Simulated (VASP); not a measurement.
# Ti3C2 (P6_3/mmc) in VASP: further runs, part 2 of 3

VASP 6.6.1. The steps go on from the part before.

**4. Single point, PBEsol (biaxial strain in the a-b plane: -2.0 %, then relaxed in part)**

Contents of INCAR:

```
SYSTEM = Ti3C2
PREC = Accurate
ENCUT = 520
EDIFF = 1E-6
ISMEAR = 0
SIGMA = 0.1
LREAL = .False.
LASPH = .True.
NELM = 80
ALGO = Normal
ISIF = 2
LWAVE = .False.
LCHARG = .False.
GGA = PS
NBANDS = 55
```

Contents of KPOINTS:

```
regular mesh
0
Gamma
  12 12 4
  0 0 0
```

Contents of POSCAR:

```
Ti3C2
1.0
    2.9812481359      0.0000000000      0.0000000000
   -1.4906240680      2.5818366207      0.0000000000
    0.0000000000      0.0000000000     15.0690475306
Ti C
6 4
Direct
    0.3333333333      0.6666666667      0.8421872303
    0.6666666667      0.3333333333      0.3421872303
    0.6666666667      0.3333333333      0.1578127697
    0.3333333333      0.6666666667      0.6578127697
    0.0000000000      0.0000000000      0.0000000000
    0.0000000000      0.0000000000      0.5000000000
    0.6666666667      0.3333333333      0.9142378104
    0.3333333333      0.6666666667      0.4142378104
    0.6666666667      0.3333333333      0.5857621896
    0.3333333333      0.6666666667      0.0857621896
```

Potentials or basis: VASP PAW PBE potentials, release 64 (Ti_sv, C).

Started as:

```bash
> cat potpaw_PBE.64/Ti_sv/POTCAR potpaw_PBE.64/C/POTCAR > POTCAR
> mpirun -np 1 vasp_std > vasp.out
```

OUTCAR:

```text
SYSTEM = Ti3C2
   PREC = Accurate
   ENCUT = 520
   EDIFF = 1E-6
   ISMEAR = 0
   LREAL = .False.
   LASPH = .True.
   NELM = 80
   ISIF = 2
   GGA = PS

 ion  position               nearest neighbor table
   1  0.333  0.667  0.842-   7 2.04   7 2.04   7 2.04   4 2.78
   2  0.667  0.333  0.342-   8 2.04   8 2.04   8 2.04   3 2.78
   3  0.667  0.333  0.158-  10 2.04  10 2.04  10 2.04   2 2.78
   4  0.333  0.667  0.658-   9 2.04   9 2.04   9 2.04   1 2.78
   5  0.000  0.000  0.000-   7 2.15  10 2.15   7 2.15  10 2.15   7 2.15  10 2.15
   6  0.000  0.000  0.500-   8 2.15   9 2.15   9 2.15   8 2.15   9 2.15   8 2.15
   7  0.667  0.333  0.914-   1 2.04   1 2.04   1 2.04   5 2.15   5 2.15   5 2.15
   8  0.333  0.667  0.414-   2 2.04   2 2.04   2 2.04   6 2.15   6 2.15   6 2.15
   9  0.667  0.333  0.586-   4 2.04   4 2.04   4 2.04   6 2.15   6 2.15   6 2.15
  10  0.333  0.667  0.086-   3 2.04   3 2.04   3 2.04   5 2.15   5 2.15   5 2.15

  LATTYP: Found a hexagonal cell.
 ALAT       =     2.9812481359
 C/A-ratio  =     5.0546102987

  Lattice vectors:

[... 207 lines left out ...]
      2     -47.4120      2.00000
      3     -47.3864      2.00000
      4     -47.3762      2.00000
      5     -47.1793      2.00000
      6     -47.1777      2.00000
[... 1381 lines left out ...]
     54      11.5633      0.00000
     55      11.7476      0.00000

 [... further k-points ...]

------------------------ aborting loop because EDIFF is reached ----------------------------------------

  FORCE on cell =-STRESS in cart. coord.  units (eV):
  Direction    XX          YY          ZZ          XY          YZ          ZX
  --------------------------------------------------------------------------------------
  -------------------------------------------------------------------------------------
  Total        6.8953774      6.8953774      0.1481296     -0.0000000      0.0000000     -0.0000000
  in kB       95.2480166     95.2480166      2.0461608     -0.0000000      0.0000000     -0.0000000
  external PRESSURE =      64.1807313 kB  Pullay stress =       0.0000000 kB

 VOLUME and BASIS-vectors are now :
 -----------------------------------------------------------------------------
  energy-cutoff  :      520.00
  volume of cell :      115.99
      direct lattice vectors                 reciprocal lattice vectors
     2.981248136  0.000000000  0.000000000     0.335429979  0.193660589  0.000000000
    -1.490624068  2.581836621  0.000000000     0.000000000  0.387321177  0.000000000
     0.000000000  0.000000000 15.069047531     0.000000000  0.000000000  0.066361195

 POSITION                                       TOTAL-FORCE (eV/Angst)
 -----------------------------------------------------------------------------------
     -0.00000      1.72122     12.69096         0.000000     -0.000000     -0.024804
      1.49062      0.86061      5.15644        -0.000000      0.000000     -0.024804
      1.49062      0.86061      2.37809        -0.000000      0.000000      0.024804
     -0.00000      1.72122      9.91261         0.000000      0.000000      0.024804
      0.00000      0.00000      0.00000        -0.000000     -0.000000     -0.000000
      0.00000      0.00000      7.53452        -0.000000     -0.000000     -0.000000
      1.49062      0.86061     13.77669        -0.000000     -0.000000      0.003394
     -0.00000      1.72122      6.24217        -0.000000     -0.000000      0.003394
      1.49062      0.86061      8.82688        -0.000000     -0.000000     -0.003394
     -0.00000      1.72122      1.29235        -0.000000     -0.000000     -0.003394
 -----------------------------------------------------------------------------------
    total drift:                               -0.000000      0.000000     -0.000000

  FREE ENERGIE OF THE ION-ELECTRON SYSTEM (eV)
  ---------------------------------------------------
  free  energy   TOTEN  =       -96.0978575618 eV

  energy  without entropy=      -96.0853737341  energy(sigma->0) =      -96.09161565
```

OSZICAR:

```text
N       E                     dE             d eps       ncg     rms          rms(c)
DAV:   1     0.126629111128E+04    0.12663E+04   -0.42463E+04  6270   0.198E+03
DAV:   2     0.903568706082E+02   -0.11759E+04   -0.11463E+04  6270   0.616E+02
DAV:   3    -0.102543677518E+03   -0.19290E+03   -0.18831E+03  9246   0.211E+02
DAV:   4    -0.122690142420E+03   -0.20146E+02   -0.19969E+02  9220   0.651E+01
DAV:   5    -0.123993975306E+03   -0.13038E+01   -0.13027E+01  9924   0.147E+01    0.432E+01
DAV:   6    -0.969950825853E+02    0.26999E+02   -0.22838E+02  8966   0.843E+01    0.141E+01
DAV:   7    -0.981600831835E+02   -0.11650E+01   -0.60413E+01  9103   0.427E+01    0.137E+01
DAV:   8    -0.960065196294E+02    0.21536E+01   -0.30703E+01  8598   0.249E+01    0.652E+00
DAV:   9    -0.961322439834E+02   -0.12572E+00   -0.27977E+00  8980   0.712E+00    0.257E+00
DAV:  10    -0.960910991659E+02    0.41145E-01   -0.63803E-01  9279   0.390E+00    0.124E+00
DAV:  11    -0.961021590102E+02   -0.11060E-01   -0.93938E-02  9749   0.231E+00    0.577E-01
DAV:  12    -0.960974967089E+02    0.46623E-02   -0.37184E-02  8559   0.217E+00    0.166E-01
DAV:  13    -0.960978588693E+02   -0.36216E-03   -0.28312E-03  8455   0.318E-01    0.421E-02
DAV:  14    -0.960978575147E+02    0.13546E-05   -0.21761E-04  9847   0.108E-01    0.171E-02
DAV:  15    -0.960978576499E+02   -0.13517E-06   -0.36295E-05  8832   0.446E-02    0.945E-03
DAV:  16    -0.960978578329E+02   -0.18304E-06   -0.10794E-05  7606   0.306E-02    0.203E-03
DAV:  17    -0.960978575618E+02    0.27110E-06   -0.79754E-07  4358   0.785E-03
   1 F= -.96097858E+02 E0= -.96091616E+02  d E =-.124838E-01
```

Wall time 5.1 min (1 thread of Intel Xeon 6975P-C (Granite Rapids), shared host); peak memory 0.4 GiB.

Results:

- Free energy: -96.0979 eV
- Pressure: 6.4 GPa
- Largest force: 0.025 eV/Å
- Band gap on the k mesh: zero (bands 44 and 45 overlap by 0.54 eV)

Forces in eV/Å, atoms in the order of the input:
```
Ti   0.000  0.000 -0.025
Ti   0.000  0.000 -0.025
Ti   0.000  0.000  0.025
Ti   0.000  0.000  0.025
Ti   0.000  0.000  0.000
Ti   0.000  0.000  0.000
C    0.000  0.000  0.003
C    0.000  0.000  0.003
C    0.000  0.000 -0.003
C    0.000  0.000 -0.003
```

Stress tensor (GPa, compression positive):
```
9.52 0.00 0.00
0.00 9.52 0.00
0.00 0.00 0.20
```

Caveat: the cell differs from its parent crystal (biaxial strain in the a-b plane: -2.0 %, then relaxed in part); the stress differs along the axes, from 0 to 10 GPa; the PAW data sets were made with another functional, which shifts forces and pressure a little.

**5. Single point, PBEsol (biaxial strain in the a-b plane: +4.0 %)**

Contents of INCAR:

```
ALGO = Fast
EDIFF = 1E-6
ENCUT = 520
GGA = PS
ISIF = 2
ISMEAR = 0
LASPH = T
LCHARG = F
LREAL = F
LWAVE = F
NBANDS = 55
NELM = 80
PREC = Accurate
SIGMA = 0.1
```

Contents of KPOINTS:

```
k-points
0
Gamma
  12 12 4
```

Contents of POSCAR:

```
Ti3C2
1.0
    3.1637735320      0.0000000000      0.0000000000
   -1.5818867660      2.7399082505      0.0000000000
    0.0000000000      0.0000000000     14.6250178060
Ti C
6 4
Direct
    0.3333333333      0.6666666667      0.8451892750
    0.6666666667      0.3333333333      0.3451892750
    0.6666666667      0.3333333333      0.1548107250
    0.3333333333      0.6666666667      0.6548107250
    0.0000000000      0.0000000000      0.0000000000
    0.0000000000      0.0000000000      0.5000000000
    0.6666666667      0.3333333333      0.9143909664
    0.3333333333      0.6666666667      0.4143909664
    0.6666666667      0.3333333333      0.5856090336
    0.3333333333      0.6666666667      0.0856090336
```

Started as:

```bash
> cat potpaw_PBE.64/Ti_sv/POTCAR potpaw_PBE.64/C/POTCAR > POTCAR
> mpirun -np 1 vasp_std > vasp.out
```

Wall time 36 min (1 thread of Oxide Virtual Turin-like, shared host); peak memory 0.4 GiB.

Results (log left out):

```
Free energy            : -95.7324 eV
Pressure               : -9.1 GPa
Largest force          : 0.184 eV/Å
Band gap on the k mesh : zero (bands 44 and 45 overlap by 0.45 eV)
```

Forces on the atoms (eV/Å):
```
Ti   0.000  0.000  0.156
Ti   0.000  0.000  0.156
Ti   0.000  0.000 -0.156
Ti   0.000  0.000 -0.156
Ti   0.000  0.000  0.000
Ti   0.000  0.000  0.000
C    0.000  0.000 -0.184
C    0.000  0.000 -0.184
C    0.000  0.000  0.184
C    0.000  0.000  0.184
```

Stress tensor (GPa, compression positive):
```
-15.29   0.00   0.00
  0.00 -15.29   0.00
  0.00   0.00   3.29
```

Levels at points of the mesh, in eV from the Fermi level:
```csv
k point,band 40,band 41,band 42,band 43,band 44,band 45,band 46,band 47,band 48,band 49
"(0.00, 0.00, 0.00)",-1.86,-1.86,-1.46,0.16,0.16,0.34,0.34,0.66,1.00,1.12
"(0.50, 0.00, 0.00)",-1.92,-1.78,-1.49,-1.10,-1.07,0.21,0.49,1.90,2.06,2.19
"(0.00, 0.00, 0.50)",-1.92,-1.57,-1.57,0.23,0.23,0.23,0.23,0.83,0.83,1.32
"(0.50, 0.00, 0.50)",-1.99,-1.64,-1.64,-1.08,-1.08,0.35,0.35,2.06,2.06,2.14
```

Caveat: the cell differs from its parent crystal (biaxial strain in the a-b plane: +4.0 %); the stress differs along the axes, from -15 to 3 GPa; the PAW data sets were made with another functional, which shifts forces and pressure a little.

(Continued in part 3 of 3.)
